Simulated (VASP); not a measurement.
# Cl (Cmce) in VASP: a series of runs

Cl is run at these levels: PBE; tasks: single point.

Program: VASP 6.6.1. These are calculated values, not measurements. Logs are shortened: lines on timing, memory, paths and dates and some standing lists are left out, and cuts for length are marked.

**1. The cell of the first run**

Symmetry: Cmce, No. 64, orthorhombic system. Conventional cell: a = 6.162 Å, b = 4.408 Å, c = 8.042 Å, α = 90.00°, β = 90.00°, γ = 90.00°. Cl (site symmetry m) has 1 Cl at 1.98 Å within 2.6 Å.

**2. Single point, PBE**

INCAR reads:

```
ALGO = Normal ; EDIFF = 1E-7
ENCUT = 520 ; GGA = PE
ISIF = 2 ; ISMEAR = 0
LASPH = True ; LCHARG = False
LREAL = False ; LWAVE = False
NBANDS = 22 ; NELM = 100
PREC = Accurate ; SIGMA = 0.01
```

KPOINTS reads:

```
k-points
0
Gamma
  6 6 4
```

POSCAR reads:

```
Cl
1.0
    3.0807983119     -2.2040687446      0.0000000000
    3.0807983119      2.2040687446      0.0000000000
    0.0000000000      0.0000000000      8.0424019526
Cl
4
Direct
    0.8700000000      0.1300000000      0.1000000000
    0.6300000000      0.3700000000      0.6000000000
    0.1300000000      0.8700000000      0.9000000000
    0.3700000000      0.6300000000      0.4000000000
```

Potentials or basis: VASP PAW PBE potentials, release 64 (Cl).

Command:

```console
$ cat potpaw_PBE.64/Cl/POTCAR > POTCAR
$ mpirun -np 1 vasp_std > vasp.out
```

OUTCAR:

```text
EDIFF = 1E-7
   ENCUT = 520
   GGA = PE
   ISIF = 2
   ISMEAR = 0
   LASPH = True
   LREAL = False
   NELM = 100
   PREC = Accurate

 ion  position               nearest neighbor table
   1  0.870  0.130  0.100-   3 1.98
   2  0.630  0.370  0.600-   4 1.98
   3  0.130  0.870  0.900-   1 1.98
   4  0.370  0.630  0.400-   2 1.98

  LATTYP: Found a base centered orthorhombic cell.
 ALAT       =     4.4081374892
 B/A-ratio  =     1.3977777778
 C/A-ratio  =     1.8244444445

  Lattice vectors:

 A1 = (  -3.0807983119,  -2.2040687446,   0.0000000000)
 A2 = (   3.0807983119,  -2.2040687446,   0.0000000000)
 A3 = (   0.0000000000,   0.0000000000,   8.0424019526)

Analysis of symmetry for initial positions (statically):
=====================================================================
 Subroutine PRICEL returns:
 Original cell was already a primitive cell.

 Routine SETGRP: Setting up the symmetry group for a
 base centered orthorhombic supercell.

 Subroutine GETGRP returns: Found  8 space group operations
 (whereof  4 operations were pure point group operations)
 out of a pool of  8 trial point group operations.

The static configuration has the point symmetry C_2h.
 The point group associated with its full space group is D_2h.

Analysis of symmetry for dynamics (positions and initial velocities):
=====================================================================
 Subroutine PRICEL returns:
 Original cell was already a primitive cell.

 Routine SETGRP: Setting up the symmetry group for a
 base centered orthorhombic supercell.

 Subroutine GETGRP returns: Found  8 space group operations
 (whereof  4 operations were pure point group operations)
 out of a pool of  8 trial point group operations.

The dynamic configuration has the point symmetry C_2h.
 The point group associated with its full space group is D_2h.

 Subroutine INISYM returns: Found  8 space group operations
 (whereof  4 operations are pure point group operations),
 and found     1 'primitive' translations

----------------------------------------------------------------------------------------

                                     Primitive cell

  volume of cell :     109.2205

  direct lattice vectors                    reciprocal lattice vectors
[... 88 lines left out ...]
   LASPH  =      T    aspherical Exc in radial PAW
   ENCUT  =  520.0 eV  38.22 Ry    6.18 a.u.   7.04  7.04 14.95*2*pi/ulx,y,z
   NELM   =    100;   NELMIN=  2; NELMDL= -5     # of ELM steps
   EDIFF  = 0.1E-06   stopping-criterion for ELM
   LREAL  =      F    real-space projection
   EDIFFG = 0.1E-05   stopping-criterion for IOM
   NSW    =      0    number of steps for IOM
   IBRION =     -1    ionic relax: 0-MD 1-quasi-New 2-CG
   NFREE  =      0    steps in history (QN), initial steepest desc. (CG)
   ISIF   =      2    stress and relaxation
   ISYM   =      2    0-nonsym 1-usesym 2-fastsym
   POTIM  = 0.5000    time-step for ionic-motion
   TEBEG  =    0.0;   TEEND  =   0.0 temperature during run
   PSTRESS=    0.0 pullay stress
   NELECT =      28.0000    total number of electrons
   NUPDOWN=      -1.0000    fix difference up-down
   EMIN   =  10.00;   EMAX   =-10.00  energy-range for DOS
   EFERMI =   0.00;   METHOD = LEGACY
   ISMEAR =     0;   SIGMA  =   0.01  broadening in eV -4-tet -1-fermi 0-gaus
   EFERMI_NEDOS =   21; number of points for ismear=-14 and -15
   IALGO  =     38    algorithm
   IMIX   =      4    mixing-type and parameters
     AMIX     =   0.40;   BMIX     =  1.00
     AMIX_MAG =   1.60;   BMIX_MAG =  1.00
  volume/ion in A,a.u.               =      27.31       184.26
  Fermi-wavevector in a.u.,A,eV,Ry     =   1.039983  1.965282 14.715572  1.081564
  Thomas-Fermi vector in A             =   2.174538
   LORBIT       =      0    0 simple, 1 ext, 2 COOP (PROOUT), +10 PAW based schemes
   GGA     = PE    functional components
   LHFCALC =     F    Hartree Fock is set to
   AEXX    =    0.0000 exact exchange contribution
   IVDW    =     0    specifies the selected vdW correction
   LEPSILON=     F    determine dielectric tensor
   LRPA    =     F    only Hartree local field effects (RPA)
 non-spin polarized calculation
 Gauss-broadening in eV      SIGMA  =   0.01
  energy-cutoff  :      520.00
  volume of cell :      109.22
 maximum number of plane-waves:      2968
   NGX = 15   NGY = 15   NGZ = 29

 number of electron      27.9999995 magnetization

 Free energy of the ion-electron system (eV)
  ---------------------------------------------------
  ext. energy  EPLUGINS =         0.00000000
  ---------------------------------------------------
  free energy    TOTEN  =        -7.25765130 eV

  energy without entropy =       -7.25765130  energy(sigma->0) =       -7.25765130

 E-fermi :   0.0056     XC(G=0):  -8.0019

 val. band max:       -0.0772445209   @ k =   0.5000   0.0000   0.5000
 cond. band min:       2.6941742187   @ k =   0.1667   0.0000   0.0000
 fundamental gap:      2.7714187396
 Fermi energy:         0.0055655976

 k-point     1 :       0.0000    0.0000    0.0000
  band No.  band energies     occupation
      1     -17.0932      2.00000
      2     -16.8661      2.00000
      3     -12.7631      2.00000
      4     -12.1144      2.00000
      5      -5.6625      2.00000
      6      -4.7300      2.00000
[... 589 lines left out ...]
     21      10.2539      0.00000
     22      11.1377      0.00000

 [... further k-points ...]

------------------------ aborting loop because EDIFF is reached ----------------------------------------

  FORCE on cell =-STRESS in cart. coord.  units (eV):
  Direction    XX          YY          ZZ          XY          YZ          ZX
  --------------------------------------------------------------------------------------
  -------------------------------------------------------------------------------------
  Total        1.1495632      1.3921424      2.0451657      0.0000000     -0.0000000      0.0000000
  in kB       16.8631720     20.4216136     30.0009436      0.0000000     -0.0000000      0.0000000
  external PRESSURE =      22.4285764 kB  Pullay stress =       0.0000000 kB

 VOLUME and BASIS-vectors are now :
 -----------------------------------------------------------------------------
  energy-cutoff  :      520.00
  volume of cell :      109.22
      direct lattice vectors                 reciprocal lattice vectors
     3.080798312 -2.204068745  0.000000000     0.162295597 -0.226853178  0.000000000
     3.080798312  2.204068745  0.000000000     0.162295597  0.226853178  0.000000000
     0.000000000  0.000000000  8.042401953     0.000000000  0.000000000  0.124340963

 POSITION                                       TOTAL-FORCE (eV/Angst)
 -----------------------------------------------------------------------------------
      3.08080     -1.63101      0.80424         0.000000      0.272174      0.531224
      3.08080     -0.57306      4.82544         0.000000     -0.272174      0.531224
      3.08080      1.63101      7.23816         0.000000     -0.272174     -0.531224
      3.08080      0.57306      3.21696         0.000000      0.272174     -0.531224
 -----------------------------------------------------------------------------------
    total drift:                               -0.000000     -0.000000     -0.000000

  FREE ENERGIE OF THE ION-ELECTRON SYSTEM (eV)
  ---------------------------------------------------
  free  energy   TOTEN  =        -7.2576513021 eV

  energy  without entropy=       -7.2576513021  energy(sigma->0) =       -7.25765130
```

OSZICAR:

```text
N       E                     dE             d eps       ncg     rms          rms(c)
DAV:   1     0.179340062474E+03    0.17934E+03   -0.12193E+04  1716   0.108E+03
DAV:   2     0.474768333226E+01   -0.17459E+03   -0.16879E+03  2346   0.202E+02
DAV:   3    -0.754770978579E+01   -0.12295E+02   -0.12251E+02  2244   0.615E+01
DAV:   4    -0.769847139056E+01   -0.15076E+00   -0.15069E+00  2256   0.812E+00
DAV:   5    -0.770115911086E+01   -0.26877E-02   -0.26876E-02  2268   0.107E+00    0.172E+01
DAV:   6    -0.737064982501E+01    0.33051E+00   -0.21995E-01  2166   0.269E+00    0.112E+01
DAV:   7    -0.726897744866E+01    0.10167E+00   -0.49707E-01  2112   0.392E+00    0.835E-01
DAV:   8    -0.725739283368E+01    0.11585E-01   -0.62371E-02  1968   0.152E+00    0.400E-01
DAV:   9    -0.725753348086E+01   -0.14065E-03   -0.17202E-03  2162   0.251E-01    0.918E-02
DAV:  10    -0.725764831833E+01   -0.11484E-03   -0.15714E-04  2300   0.798E-02    0.489E-02
DAV:  11    -0.725765021978E+01   -0.19015E-05   -0.42761E-05  2136   0.380E-02    0.166E-02
DAV:  12    -0.725765061342E+01   -0.39364E-06   -0.41980E-06  2112   0.134E-02    0.551E-03
DAV:  13    -0.725765130818E+01   -0.69476E-06   -0.97743E-07  2350   0.617E-03    0.180E-03
DAV:  14    -0.725765130207E+01    0.61082E-08   -0.10694E-07  1518   0.212E-03
   1 F= -.72576513E+01 E0= -.72576513E+01  d E =-.259006E-33
```

It took 1.7 min on 1 thread of Intel Xeon 8259CL, shared host; peak memory 0.23 GiB.

What came out:

```
Free energy            : -7.2577 eV
Pressure               : 2.2 GPa
Largest force          : 0.597 eV/Å
Band gap on the k mesh : 2.77 eV (least direct gap 2.84 eV)
```

Forces in eV/Å, atoms in the order of the input:
```
Cl   0.000  0.272  0.531
Cl   0.000 -0.272  0.531
Cl   0.000 -0.272 -0.531
Cl   0.000  0.272 -0.531
```

Levels at points of the mesh, in eV from the valence-band top:
```tsv
k point	band 10	band 11	band 12	band 13	band 14	band 15	band 16	band 17	band 18	band 19
(0.00, 0.00, 0.00)	-2.32	-0.78	-0.46	-0.17	-0.07	2.77	3.36	7.01	7.50	8.72
(0.50, 0.00, 0.00)	-2.65	-0.58	-0.58	-0.17	-0.17	3.17	3.17	8.25	8.25	10.05
(0.50, 0.50, 0.00)	-3.07	-1.11	-1.01	-0.41	-0.01	2.83	3.01	8.53	8.64	8.73
(0.00, 0.00, 0.50)	-2.33	-0.73	-0.73	-0.12	-0.12	2.95	2.95	7.55	7.55	9.70
(0.50, 0.00, 0.50)	-2.67	-0.50	-0.50	0.00	0.00	3.05	3.05	8.51	8.51	9.91
(0.50, 0.50, 0.50)	-2.99	-0.80	-0.80	-0.53	-0.53	2.83	2.83	8.97	8.97	9.94
```

Caveat: this functional lacks dispersion, which holds the molecules together, so the pressure and a relaxed volume are unreliable. Expect the measured gap to be larger: semilocal functionals such as PBE lack the derivative discontinuity.

**3. Single point, PBE**

This run uses another cell than the first one, of 27.89 Å³/atom.

INCAR reads:

```
SYSTEM = Cl
PREC = Accurate
ENCUT = 520
EDIFF = 1E-7
ISMEAR = 0
SIGMA = 0.01
LREAL = .FALSE.
LASPH = .TRUE.
NELM = 100
ALGO = Normal
ISIF = 2
LWAVE = .FALSE.
LCHARG = .FALSE.
GGA = PE
NBANDS = 22
```

KPOINTS reads:

```
Automatic mesh
0
G
  6 6 4
  0 0 0
```

POSCAR reads:

```
Cl
1.0
    3.1024947895     -2.2195908669      0.0000000000
    3.1024947895      2.2195908669      0.0000000000
    0.0000000000      0.0000000000      8.0990404521
Cl
4
Direct
    0.8700000000      0.1300000000      0.1000000000
    0.6300000000      0.3700000000      0.6000000000
    0.1300000000      0.8700000000      0.9000000000
    0.3700000000      0.6300000000      0.4000000000
```

Potentials or basis: VASP PAW PBE potentials, release 64 (Cl).

Command:

```console
$ cat potpaw_PBE.64/Cl/POTCAR > POTCAR
$ mpirun -np 1 vasp_std > vasp.out
```

OUTCAR:

```text
SYSTEM = Cl
   PREC = Accurate
   ENCUT = 520
   EDIFF = 1E-7
   ISMEAR = 0
   LREAL = .FALSE.
   LASPH = .TRUE.
   NELM = 100
   ISIF = 2
   GGA = PE

 ion  position               nearest neighbor table
   1  0.870  0.130  0.100-   3 1.99
   2  0.630  0.370  0.600-   4 1.99
   3  0.130  0.870  0.900-   1 1.99
   4  0.370  0.630  0.400-   2 1.99

  LATTYP: Found a base centered orthorhombic cell.
 ALAT       =     4.4391817338
 B/A-ratio  =     1.3977777778
 C/A-ratio  =     1.8244444444

  Lattice vectors:
[... 797 lines left out ...]
  Direction    XX          YY          ZZ          XY          YZ          ZX
  --------------------------------------------------------------------------------------
  -------------------------------------------------------------------------------------
  Total        1.0488779      0.9140949      1.2061178      0.0000000     -0.0000000      0.0000000
  in kB       15.0656535     13.1296856     17.3241828      0.0000000     -0.0000000      0.0000000
  external PRESSURE =      15.1731740 kB  Pullay stress =       0.0000000 kB

 VOLUME and BASIS-vectors are now :
 -----------------------------------------------------------------------------
  energy-cutoff  :      520.00
  volume of cell :      111.54
      direct lattice vectors                 reciprocal lattice vectors
     3.102494790 -2.219590867  0.000000000     0.161160625 -0.225266741  0.000000000
     3.102494790  2.219590867  0.000000000     0.161160625  0.225266741  0.000000000
     0.000000000  0.000000000  8.099040452     0.000000000  0.000000000  0.123471417

 POSITION                                       TOTAL-FORCE (eV/Angst)
 -----------------------------------------------------------------------------------
      3.10249     -1.64250      0.80990         0.000000      0.117222      0.315905
      3.10249     -0.57709      4.85942         0.000000     -0.117222      0.315905
      3.10249      1.64250      7.28914         0.000000     -0.117222     -0.315905
      3.10249      0.57709      3.23962         0.000000      0.117222     -0.315905
 -----------------------------------------------------------------------------------
    total drift:                               -0.000000      0.000000     -0.000000

  FREE ENERGIE OF THE ION-ELECTRON SYSTEM (eV)
  ---------------------------------------------------
  free  energy   TOTEN  =        -7.2858147786 eV

  energy  without entropy=       -7.2858147786  energy(sigma->0) =       -7.28581478
```

stdout:

```text
POSCAR found type information on POSCAR Cl
 POSCAR found :  1 types and       4 ions
 scaLAPACK will be used
 LDA part: xc-table for (Slater+PW92), standard interpolation
 POSCAR, INCAR and KPOINTS ok, starting setup
 FFT: planning ... GRIDC
 FFT: planning ... GRID_SOFT
 FFT: planning ... GRID
 WAVECAR not read
 entering main loop
```

Run time: 1.7 min. Hardware: 1 thread of Intel Xeon 8259CL, shared host; peak memory 0.23 GiB.

What came out:

* Free energy: -7.2858 eV
* Pressure: 1.5 GPa
* Largest force: 0.337 eV/Å
* Band gap on the k mesh: 2.69 eV (least direct gap 2.75 eV)

Forces in eV/Å, atoms in the order of the input:
```
Cl   0.000  0.117  0.316
Cl   0.000 -0.117  0.316
Cl   0.000 -0.117 -0.316
Cl   0.000  0.117 -0.316
```

Caveat: this functional lacks dispersion, which holds the molecules together, so the pressure and a relaxed volume are unreliable.

(Part 1 of 2 ends here.)
